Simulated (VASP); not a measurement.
Set up this calculation in VASP 6.6.1, as the native input.

```yaml
Task: single point
Functional: PBE
Potentials_or_basis: VASP PAW PBE potentials, release 64 (Zr_sv, O)
Cutoff: 600 eV
k_mesh: 6 × 6 × 6
Occupations: gaussian, width 0.01 eV
Spin: no spin polarisation
Dipole_correction: no
Further_INCAR_settings: ALGO = Normal; EDIFF = 1e-06; NBANDS = 19
```

The structure of ZrO2 (Cubic zirconia) lies in POSCAR:

```
ZrO2
1.0
    0.0000000000      2.5447136188      2.5447136188
    2.5447136188      0.0000000000      2.5447136188
    2.5447136188      2.5447136188      0.0000000000
Zr O
1 2
Direct
    0.0000000000      0.0000000000      0.0000000000
    0.2500000000      0.2500000000      0.2500000000
    0.7500000000      0.7500000000      0.7500000000
```

The input as run:

INCAR

```
PREC = Accurate
ENCUT = 600
EDIFF = 1E-6
ISMEAR = 0
SIGMA = 0.01
LREAL = F
LASPH = T
NELM = 120
ALGO = Normal
ISIF = 2
LWAVE = F
LCHARG = T
GGA = PE
LELF = T
LVHAR = T
NBANDS = 19
GGA_COMPAT = F
```

KPOINTS

```
Automatic mesh
0
Gamma
  6 6 6
```

Potentials or basis: VASP PAW PBE potentials, release 64 (Zr_sv, O).

Command:

```sh
$ cat potpaw_PBE.64/Zr_sv/POTCAR potpaw_PBE.64/O/POTCAR > POTCAR
$ mpirun -np 1 vasp_std > vasp.out
```

Results of the run:

- Pressure: 3.9 GPa
- Band gap on the k mesh: 3.35 eV, indirect (least direct gap 3.80 eV)

It took 19 s on 1 thread of Intel(R) Xeon(R) Platinum 8259CL CPU @ 2.50GHz (Skylake/Cascade Lake), on a shared host, peak memory 0.17 GiB.
